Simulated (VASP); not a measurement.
Wanted: the native input for a VASP 6.6.1 run.

| Property | Result |
| --- | --- |
| Task | single point |
| Functional | PBE |
| Potentials or basis | VASP PAW PBE potentials, release 64 (Hf_pv) |
| Cutoff | 500 eV |
| k mesh | 18 × 18 × 10 |
| Occupations | gaussian, width 0.15 eV |
| Spin | no spin polarisation |
| Dipole correction | no |
| Further INCAR settings | ALGO = Normal; EDIFF = 1e-06; NBANDS = 17 |

The structure of Hf lies in POSCAR:

```
Hf
1.0
    2.9805000000      0.0000000000      0.0000000000
   -1.4902500000      2.5811887160      0.0000000000
    0.0000000000      0.0000000000      4.8650000000
Hf
2
Direct
    0.3333333333      0.6666666667      0.2500000000
    0.6666666667      0.3333333333      0.7500000000
```

The input as run:

INCAR

```
SYSTEM = Hf
PREC = Accurate
ENCUT = 500
EDIFF = 1E-6
ISMEAR = 0
SIGMA = 0.15
LREAL = .False.
LASPH = .True.
NELM = 120
ALGO = Normal
ISIF = 2
LWAVE = .False.
LCHARG = .False.
GGA = PE
NBANDS = 17
GGA_COMPAT = .False.
```

KPOINTS

```
Automatic mesh
0
Gamma
  18 18 10
  0 0 0
```

Potentials or basis: VASP PAW PBE potentials, release 64 (Hf_pv).

Run with:

```sh
$ cat potpaw_PBE.64/Hf_pv/POTCAR > POTCAR
$ mpirun -np 1 vasp_std > vasp.out
```

Results of the run:

```
Pressure               : 26.5 GPa
Band gap on the k mesh : zero (bands 10 and 11 overlap by 1.51 eV)
```

Caveat: the cell stands under pressure; spin-orbit coupling is left out, which moves the levels of the heavy elements.

Run time: 2.1 min on 1 thread of Intel(R) Xeon(R) Platinum 8259CL CPU @ 2.50GHz (Skylake/Cascade Lake) (shared host), peak memory 0.24 GiB.
